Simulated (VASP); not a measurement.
Set up this calculation in VASP 6.6.1, as the native input.

```yaml
Task: single point
Functional: PBE
Dispersion: D3(BJ)
Potentials_or_basis: VASP PAW PBE potentials, release 64 (Mo_sv, S)
Cutoff: 520 eV
k_mesh: 2 × 2 × 2, shifted
Occupations: gaussian, width 0.1 eV
Spin: no spin polarisation
Dipole_correction: no
Further_INCAR_settings: LREAL = Auto; ALGO = Normal; EDIFF = 1e-07; NBANDS = 100; ISYM = 0
```

The structure of Mo7S12 lies in POSCAR:

```
Mo7S12
1.0
    1.5212102677      4.5558092368     -6.1734474237
    3.0046991788     -3.6022752530     -6.1512051145
   -4.7010697598     -0.9384018098     -6.2302581156
Mo S
7 12
Direct
    0.4628290103      0.8184207294      0.7303843672
    0.7012768775      0.4365251397      0.8295108947
    0.1508807971      0.3184345195      0.5169270354
    0.8592661113      0.7076833387      0.4443190229
    0.2680463767      0.5996464196      0.1231046672
    0.5772005464      0.1154289677      0.2972336089
    0.9716413986     -0.0144629674      1.0374426344
    0.6726130652      0.0980758219      0.9658764169
    0.9508882821      0.6680131858      0.1172821416
    0.3827649431      0.5211324372      0.8190477055
    0.1234556673      0.9772713534      0.6965953464
    0.5308201772      0.8051880042      0.4039477218
    0.8209574559      0.3766952718      0.5315964570
    0.2573520969      0.2483194641      0.2316161905
    0.1993534493      0.6232457425      0.4465400160
    0.4545616670      0.1888802415      0.6007571750
    0.8888096578      0.0626751480      0.3236672580
    0.3104038719      0.9266079206      0.0189084885
    0.7762497200      0.7216539264      0.7811581669
```

These files were run (other wordings do the same):

INCAR

```
PREC = Accurate ; ENCUT = 520
EDIFF = 1E-7 ; ISMEAR = 0
SIGMA = 0.1 ; LREAL = Auto
LASPH = True ; NELM = 80
ALGO = Normal ; ISIF = 2
LWAVE = False ; LCHARG = False
GGA = PE ; IVDW = 12
ISYM = 0 ; NBANDS = 100
```

KPOINTS

```
Automatic mesh
0
Gamma
  2 2 2
  0.5 0.5 0.5
```

Potentials or basis: VASP PAW PBE potentials, release 64 (Mo_sv, S).

The run is started by

```console
$ cat potpaw_PBE.64/Mo_sv/POTCAR potpaw_PBE.64/S/POTCAR > POTCAR
$ mpirun -np 1 vasp_std > vasp.out
```

Results of the run:

```
Pressure                   : -0.1 GPa
Largest force              : 0.054 eV/Å
Band gap on the k mesh     : 0.02 eV (least direct gap 0.24 eV)
Dispersion energy per atom : -0.401 eV
```

Caveat: semilocal functionals underestimate gaps, and a narrow one can read as zero; a shifted mesh leaves out Γ, where band edges can lie.

Run time: 4.3 min on 1 thread of Intel(R) Xeon(R) Platinum 8488C (Sapphire Rapids), with other jobs on the host, peak memory 0.51 GiB.
